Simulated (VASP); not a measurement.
# Si16Au (a cell with a defect) in VASP: single point with PBE

Aim: the single point of Si16Au (a cell with a defect) with PBE.

All numbers are computed with VASP 6.6.1; they aren't measurements. Logs are shortened: lines on timing, memory, paths and dates and some standing lists are left out, and cuts for length are marked.

### Step 1. The cell of the first run

The cell holds a defect, 17 atoms: a = 7.679 Å, b = 7.679 Å, c = 7.679 Å, α = 60.00°, β = 60.00°, γ = 60.00°.

### Step 2. Single point, PBE, collinear spin, zero start

INCAR reads:

```
SYSTEM = Si16Au
PREC = Accurate
ENCUT = 520
EDIFF = 1E-6
ISMEAR = -1
SIGMA = 0.05
LREAL = Auto
LASPH = .True.
NELM = 150
ALGO = Normal
ISIF = 2
LWAVE = .False.
LCHARG = .False.
ISPIN = 2
MAGMOM = 0 0 0 0 0 0 0 0 0 0 0 0 0 0 0 0 0
LORBIT = 11
LMAXMIX = 4
GGA = PE
NBANDS = 56
```

KPOINTS reads:

```
regular mesh
0
Gamma
  2 2 2
  0 0 0
```

POSCAR reads:

```
Si16Au
1.0
    0.0000000000      5.4300000000      5.4300000000
    5.4300000000      0.0000000000      5.4300000000
    5.4300000000      5.4300000000      0.0000000000
Si Au
16 1
Direct
   -0.0162249540     -0.0056822284     -0.0008616022
    0.0786677716      0.1374587477      0.1358686924
   -0.0030604052     -0.0016031308      0.5072920810
    0.1289907919      0.1186723757      0.6272394107
   -0.0048558932      0.5083838858      0.0032196133
    0.1316038674      0.6236869245      0.1202578269
    0.0407387661      0.4904643646      0.4917582873
    0.1386427256      0.6263268877      0.6322764273
    0.4488733886      0.0047363720     -0.0020619705
    0.6124411602      0.0926730203      0.1139391344
    0.4993044199     -0.0111162063      0.4985099448
    0.6263361878      0.1228866483      0.6365884899
    0.4918298343      0.4729812155     -0.0364320442
    0.6330538674      0.6627345304      0.1513978821
    0.5096367403      0.5075708103      0.5314151934
    0.6707650092      0.6261961326      0.6184546961
    0.5701669429      0.3378708103      0.2806089319
```

Potentials or basis: VASP PAW PBE potentials, release 64 (Si, Au).

Run with:

```sh
cat potpaw_PBE.64/Si/POTCAR potpaw_PBE.64/Au/POTCAR > POTCAR
mpirun -np 1 vasp_std > vasp.out
```

OUTCAR:

```text
SYSTEM = Si16Au
   PREC = Accurate
   ENCUT = 520
   EDIFF = 1E-6
   ISMEAR = -1
   LREAL = Auto
   LASPH = .True.
   NELM = 150
   ISIF = 2
   ISPIN = 2
   LORBIT = 11
   GGA = PE

 ion  position               nearest neighbor table
   1  0.984  0.994  0.999-   6 2.33   4 2.34  10 2.34   2 2.36
   2  0.079  0.137  0.136-   9 2.33   5 2.34   3 2.35   1 2.36  17 3.20
   3  0.997  0.998  0.507-  12 2.32   4 2.33   8 2.34   2 2.35
   4  0.129  0.119  0.627-  11 2.32   3 2.33   1 2.34   7 2.34
   5  0.995  0.508  0.003-  14 2.31   6 2.31   8 2.33   2 2.34
   6  0.132  0.624  0.120-  13 2.30   5 2.31   1 2.33   7 2.34
   7  0.041  0.490  0.492-  16 2.32   6 2.34   4 2.34   8 2.35  17 3.33
   8  0.139  0.626  0.632-   5 2.33  15 2.33   3 2.34   7 2.35
   9  0.449  0.005  0.998-  14 2.27  12 2.31  10 2.32   2 2.33
  10  0.612  0.093  0.114-   9 2.32   1 2.34  13 2.39  11 2.43  17 2.58  14 3.10
  11  0.499  0.989  0.499-  16 2.31   4 2.32  10 2.43  12 2.50  17 2.52
  12  0.626  0.123  0.637-   9 2.31   3 2.32  15 2.42  11 2.50  17 2.52
  13  0.492  0.473  0.964-  16 2.27   6 2.30  17 2.38  10 2.39  15 3.13
  14  0.633  0.663  0.151-   9 2.27   5 2.31  17 2.39  15 2.39  10 3.10
  15  0.510  0.508  0.531-  16 2.32   8 2.33  14 2.39  12 2.42  17 2.58  13 3.13
  16  0.671  0.626  0.618-  13 2.27  11 2.31  15 2.32   7 2.32
  17  0.570  0.338  0.281-  13 2.38  14 2.39  12 2.52  11 2.52  15 2.58  10 2.58   2 3.20   7 3.33

  LATTYP: Found a face centered cubic cell.
 ALAT       =    10.8600000000

  Lattice vectors:

 A1 = (   0.0000000000,   5.4300000000,   5.4300000000)
 A2 = (   5.4300000000,   0.0000000000,   5.4300000000)
 A3 = (   5.4300000000,   5.4300000000,   0.0000000000)

Analysis of symmetry for initial positions (statically):
=====================================================================
 Subroutine PRICEL returns:
 Original cell was already a primitive cell.

 Routine SETGRP: Setting up the symmetry group for a
 face centered cubic supercell.

 Subroutine GETGRP returns: Found  1 space group operations
 (whereof  1 operations were pure point group operations)
 out of a pool of 48 trial point group operations.

The static configuration has the point symmetry C_1 .

Analysis of symmetry for dynamics (positions and initial velocities):
=====================================================================
 Subroutine PRICEL returns:
 Original cell was already a primitive cell.

 Routine SETGRP: Setting up the symmetry group for a
 face centered cubic supercell.

 Subroutine GETGRP returns: Found  1 space group operations
 (whereof  1 operations were pure point group operations)
 out of a pool of 48 trial point group operations.

The dynamic configuration has the point symmetry C_1 .

Analysis of structural, dynamic, and magnetic symmetry:
=====================================================================
 Subroutine PRICEL returns:
 Original cell was already a primitive cell.

 Routine SETGRP: Setting up the symmetry group for a
 face centered cubic supercell.

 Subroutine GETGRP returns: Found  1 space group operations
 (whereof  1 operations were pure point group operations)
 out of a pool of 48 trial point group operations.

The overall configuration has the point symmetry C_1 .

 Subroutine INISYM returns: Found  1 space group operations
 (whereof  1 operations are pure point group operations),
 and found     1 'primitive' translations

----------------------------------------------------------------------------------------

                                     Primitive cell

  volume of cell :     320.2060

  direct lattice vectors                    reciprocal lattice vectors
     0.000000000  5.430000000  5.430000000    -0.092081031  0.092081031  0.092081031
     5.430000000  0.000000000  5.430000000     0.092081031 -0.092081031  0.092081031
     5.430000000  5.430000000  0.000000000     0.092081031  0.092081031 -0.092081031

  length of vectors
     7.679179644  7.679179644  7.679179644     0.159489025  0.159489025  0.159489025

  position of ions in fractional coordinates (direct lattice)
     0.983775046  0.994317772  0.999138398
[... 75 lines left out ...]
   total plane-waves  NPLWV = 216000
   dimension x,y,z NGX =    60 NGY =   60 NGZ =   60
   dimension x,y,z NGXF=   120 NGYF=  120 NGZF=  120
   ions per type =              16   1
   NGX,Y,Z   is equivalent  to a cutoff of  12.99, 12.99, 12.99 a.u.
   NGXF,Y,Z  is equivalent  to a cutoff of  25.98, 25.98, 25.98 a.u.
 SYSTEM =  Si16Au
   PREC   = accura    normal or accurate (medium, high low for compatibility)
   ISTART =      0    job   : 0-new  1-cont  2-samecut
   ICHARG =      2    charge: 1-file 2-atom 10-const
   ISPIN  =      2    spin polarized calculation?
   LNONCOLLINEAR =      F non collinear calculations
   LSORBIT =      F    spin-orbit coupling
   LASPH  =      T    aspherical Exc in radial PAW
   ENCUT  =  520.0 eV  38.22 Ry    6.18 a.u.  14.28 14.28 14.28*2*pi/ulx,y,z
   NELM   =    150;   NELMIN=  2; NELMDL= -5     # of ELM steps
   EDIFF  = 0.1E-05   stopping-criterion for ELM
   LREAL  =      T    real-space projection
   EDIFFG = 0.1E-04   stopping-criterion for IOM
   NSW    =      0    number of steps for IOM
   IBRION =     -1    ionic relax: 0-MD 1-quasi-New 2-CG
   NFREE  =      0    steps in history (QN), initial steepest desc. (CG)
   ISIF   =      2    stress and relaxation
   ISYM   =      2    0-nonsym 1-usesym 2-fastsym
   POTIM  = 0.5000    time-step for ionic-motion
   TEBEG  =    0.0;   TEEND  =   0.0 temperature during run
   PSTRESS=    0.0 pullay stress
   NELECT =      75.0000    total number of electrons
   NUPDOWN=      -1.0000    fix difference up-down
   EMIN   =  10.00;   EMAX   =-10.00  energy-range for DOS
   EFERMI =   0.00;   METHOD = LEGACY
   ISMEAR =    -1;   SIGMA  =   0.05  broadening in eV -4-tet -1-fermi 0-gaus
   EFERMI_NEDOS =   21; number of points for ismear=-14 and -15
   IALGO  =     38    algorithm
   IMIX   =      4    mixing-type and parameters
     AMIX     =   0.40;   BMIX     =  1.00
     AMIX_MAG =   1.60;   BMIX_MAG =  1.00
  volume/ion in A,a.u.               =      18.84       127.11
  Fermi-wavevector in a.u.,A,eV,Ry     =   1.009142  1.907001 13.855720  1.018367
  Thomas-Fermi vector in A             =   2.142052
   LORBIT       =     11    0 simple, 1 ext, 2 COOP (PROOUT), +10 PAW based schemes
   GGA     = PE    functional components
   LHFCALC =     F    Hartree Fock is set to
   AEXX    =    0.0000 exact exchange contribution
   IVDW    =     0    specifies the selected vdW correction
   LEPSILON=     F    determine dielectric tensor
   LRPA    =     F    only Hartree local field effects (RPA)
 spin polarized calculation
  energy-cutoff  :      520.00
  volume of cell :      320.21
 maximum number of plane-waves:      8646
 NGX is ok and might be reduce to    60
   NGX = 29   NGY = 29   NGZ = 29

 number of electron      74.9999998 magnetization       0.0000008

 number of electron      74.9999998 magnetization      -0.0000016

 Free energy of the ion-electron system (eV)
  ---------------------------------------------------
  ext. energy  EPLUGINS =         0.00000000
  ---------------------------------------------------
  free energy    TOTEN  =       -86.00093554 eV

  energy without entropy =      -85.96825323  energy(sigma->0) =      -85.98459439

 E-fermi :   7.1454     XC(G=0):  -9.8105

 val. band max:        7.1210085099   @ k =   0.0000   0.0000   0.0000
 cond. band min:       7.2213562254   @ k =   0.0000   0.0000   0.0000
 fundamental gap:      0.1003477155
 Fermi energy:         7.1454217521

 spin component 1

 k-point     1 :       0.0000    0.0000    0.0000
  band No.  band energies     occupation
      1      -5.7984      1.00000
      2      -3.5065      1.00000
      3      -3.3820      1.00000
      4      -3.2872      1.00000
      5      -3.1811      1.00000
      6      -2.3490      1.00000
[... 405 lines left out ...]
     48      10.5855      0.00000
     49      10.6629      0.00000
 Fermi energy:         7.1454217521

 spin component 2

 k-point     1 :       0.0000    0.0000    0.0000
  band No.  band energies     occupation
      1      -5.7984      1.00000
      2      -3.5065      1.00000
      3      -3.3820      1.00000
      4      -3.2872      1.00000
      5      -3.1811      1.00000
      6      -2.3490      1.00000
[... 405 lines left out ...]
     48      10.5855      0.00000
     49      10.6629      0.00000
 [bands above 49 left out]

------------------------ aborting loop because EDIFF is reached ----------------------------------------

  FORCE on cell =-STRESS in cart. coord.  units (eV):
  Direction    XX          YY          ZZ          XY          YZ          ZX
  --------------------------------------------------------------------------------------
  -------------------------------------------------------------------------------------
  Total       12.4976130     13.9377403     13.7110813     -0.2960313      0.4389648     -0.2968620
  in kB       62.5328426     69.7386388     68.6045319     -1.4812170      2.1963966     -1.4853739
  external PRESSURE =      66.9586711 kB  Pullay stress =       0.0000000 kB

 VOLUME and BASIS-vectors are now :
 -----------------------------------------------------------------------------
  energy-cutoff  :      520.00
  volume of cell :      320.21
      direct lattice vectors                 reciprocal lattice vectors
     0.000000000  5.430000000  5.430000000    -0.092081031  0.092081031  0.092081031
     5.430000000  0.000000000  5.430000000     0.092081031 -0.092081031  0.092081031
     5.430000000  5.430000000  0.000000000     0.092081031  0.092081031 -0.092081031

 POSITION                                       TOTAL-FORCE (eV/Angst)
 -----------------------------------------------------------------------------------
     10.82447     10.76722     10.74104         0.006675     -0.008075      0.017761
      1.48417      1.16493      1.17357         0.000093     -0.007327      0.011724
      8.17589      8.16798     10.83468         0.011971     -0.022739     -0.008737
      4.05030      4.10633      1.34481        -0.007910     -0.012454      0.004127
      2.77801      5.42112      8.16416        -0.001517     -0.029512     -0.006627
      4.03962      1.36761      4.10123        -0.015742     -0.035308      0.013286
[... 9 lines left out ...]
      6.75845      7.00046      7.04250        -0.004673      0.045764      0.013054
      3.35835      4.61971      4.93064         0.029958      0.005257     -0.033877
 -----------------------------------------------------------------------------------
    total drift:                                0.002737      0.001738     -0.000342

  FREE ENERGIE OF THE ION-ELECTRON SYSTEM (eV)
  ---------------------------------------------------
  free  energy   TOTEN  =       -86.0009355409 eV

  energy  without entropy=      -85.9682532300  energy(sigma->0) =      -85.98459439

 total charge

# of ion       s       p       d       tot
------------------------------------------
    1        0.747   0.947   0.000   1.695
    2        0.747   0.945   0.000   1.691
    3        0.745   0.959   0.000   1.704
    4        0.744   0.960   0.000   1.705
    5        0.747   0.961   0.000   1.708
    6        0.746   0.964   0.000   1.710
[... 9 lines left out ...]
   16        0.761   0.956   0.000   1.718
   17        0.756   0.535   8.690   9.981
--------------------------------------------------
tot         12.752  15.674   8.690  37.117

 magnetization (x)

# of ion       s       p       d       tot
------------------------------------------
    1        0.000   0.000   0.000   0.000
    2        0.000  -0.000   0.000  -0.000
    3        0.000  -0.000   0.000  -0.000
    4        0.000   0.000   0.000   0.000
    5       -0.000  -0.000   0.000  -0.000
    6        0.000   0.000   0.000   0.000
[... 9 lines left out ...]
   16       -0.000   0.000   0.000   0.000
   17        0.000  -0.000   0.000   0.000
--------------------------------------------------
tot          0.000   0.000   0.000   0.000
```

Wall time 12 min (1 thread of AMD EPYC 7R43 (Zen 3), shared host); peak memory 0.69 GiB.

What came out:

- Free energy: -86.0009 eV
- Pressure: 6.7 GPa
- Largest force: 0.048 eV/Å
- Net moment: 0.00 μB per cell
- Valence electrons inside the program's atomic spheres: Si 1.70, 1.69, 1.71, 1.72, 1.67, 1.68 (each value once); Au 9.98

Forces on the atoms (eV/Å):
```
Si   0.007 -0.008  0.018
Si   0.000 -0.007  0.012
Si   0.012 -0.023 -0.009
Si  -0.008 -0.012  0.004
Si  -0.002 -0.030 -0.007
Si  -0.016 -0.035  0.013
Si  -0.030  0.001  0.035
Si  -0.001 -0.006  0.016
Si  -0.005  0.016 -0.009
Si   0.002  0.013 -0.001
Si   0.001  0.012 -0.005
Si   0.015 -0.011 -0.019
Si   0.013  0.023  0.006
Si  -0.017 -0.004 -0.040
Si   0.003  0.022  0.006
Si  -0.005  0.046  0.013
Au   0.030  0.005 -0.034
```

Caveat: the k points lie up to 0.50 Å⁻¹ apart; no moment was typed at the start, so none could form; spin-orbit coupling is left out, which moves the levels of the heavy elements.
